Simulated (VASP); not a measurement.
Input of a VASP 6.6.1 run:

Contents of INCAR:

```
ALGO = Normal
DIPOL = 0.5 0.5 0.319
EDIFF = 1E-6
ENCUT = 520
GGA = CA
IDIPOL = 3
ISIF = 2
ISMEAR = 0
LASPH = True
LCHARG = True
LDIPOL = True
LELF = True
LREAL = False
LVACPOTAV = True
LVHAR = True
LWAVE = False
NBANDS = 34
NELM = 60
PREC = Accurate
SIGMA = 0.1
```

Contents of KPOINTS:

```
k-points
0
Gamma
  9 7 1
```

File POSCAR:

```
Nb4H
1.0
    2.9270177669      0.0000000000      0.0000000000
    0.0000000000      4.1394282232      0.0000000000
    0.0000000000      0.0000000000     21.2576690685
Nb H
4 1
Direct
    0.5000000000      0.5000000000      0.1881673850
    0.0000000000      0.0000000000      0.2570135449
    0.5000000000      0.5000000000      0.3306382692
    0.0000000000      0.0000000000      0.3884559987
    0.0000000000      0.5000000000      0.4312640788
```

Potentials or basis: VASP PAW LDA potentials, release 64 (Nb_sv, H).

Launch:

```console
$ cat potpaw_LDA.64/Nb_sv/POTCAR potpaw_LDA.64/H/POTCAR > POTCAR
$ mpirun -np 1 vasp_std > vasp.out
```

Problem. Predict the largest force.

Solution. 1.262 eV/Å.

Forces on the atoms (eV/Å):
```
Nb   0.000  0.000  1.245
Nb   0.000  0.000 -1.245
Nb   0.000  0.000  0.407
Nb   0.000  0.000  0.855
H    0.000  0.000 -1.262
```
